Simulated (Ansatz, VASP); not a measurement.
**HgF6: VASP beside Ansatz**

```
Hg F
1.0
     0.00000    3.53909    3.53909
     3.53909    0.00000    3.53909
     3.53909    3.53909    0.00000
Hg F
1 6
Direct
  0.00000 0.00000 0.00000
  0.50000 0.50000 0.00000
  0.50000 0.00000 0.50000
  0.00000 0.00000 0.50000
  0.00000 0.50000 0.00000
  0.00000 0.50000 0.50000
  0.50000 0.00000 0.00000
```

Change from the starting cell: species swapped into the Zn6Mo type (Fm-3m, No. 225).

Alike in both runs: functional PBE; k mesh 4 × 4 × 4; occupations gaussian, width 0.1 eV; no spin polarisation.

Ansatz relaxed the structure, and its values are those at the end. VASP's run is a single point on that final structure, the one shown.

|  | VASP | Ansatz |
| --- | --- | --- |
| version | VASP 6.6.1 | Ansatz 0.2.0 |
| potentials or method | VASP PAW PBE potentials, release 64 (Hg, F), cutoff 520 eV | scalar-relativistic, plane waves, PAW |
| valence electrons in the cell | 54 | 62 |

|  | VASP | Ansatz | Ansatz less VASP |
| --- | --- | --- | --- |
| gap on the k mesh at the Fermi level (eV) | none | none | - |
| pressure (GPa) | -0.1 | 0.0 | +0.02 |

A gap of «none» marks a metal or a gap that the smearing closes. VASP's potentials hold 54 valence electrons a cell and Ansatz's 62, so a difference there can come from the potentials and not from the codes.

The k mesh is coarse, so the values compare programs but aren't converged. Spin-orbit coupling is off throughout.
